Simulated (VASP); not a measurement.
Runs of VASP 6.6.1 on SiC (rock salt). The structure is that of space group Fm-3m (No. 225), or close to it. The cells are those of the table. 

```csv
cell,cutoff (eV),gap on the mesh (eV),pressure (GPa)
"a = 2.758 Å, angles 60.0°, 2 atoms",600,none,32.9
"a = 2.857 Å, angles 60.0°, 2 atoms",600,none,-0.7
"a = 2.630 Å, angles 60.0°, 2 atoms",600,0.98,(b)
"a = 2.885 Å, angles 60.0°, 2 atoms",520,none,-7.5
"a = 2.536 Å, angles 60.0°, 2 atoms",600,0.43,193.4
"a = 2.584 Å, angles 60.0°, 2 atoms",600,0.78,146.1
"a = 2.717 Å, angles 60.0°, 2 atoms",600,0.16,52.7
"a = 2.808 Å, angles 60.0°, 2 atoms",600,none,(a)
```

Alike in all rows: task single point; level PBEsol; potentials or basis VASP PAW PBE potentials, release 64 (Si, C); no spin polarisation; k mesh 16 × 16 × 16; smearing gaussian 0.05 eV.

Fill in the values left out.

(a) 13.8; (b) 108.1.

Caveats: the PAW data sets were made with another functional, which shifts forces and pressure a little.

A k mesh can miss the band edges.

A gap of «none» marks levels without a gap at the run's occupations.
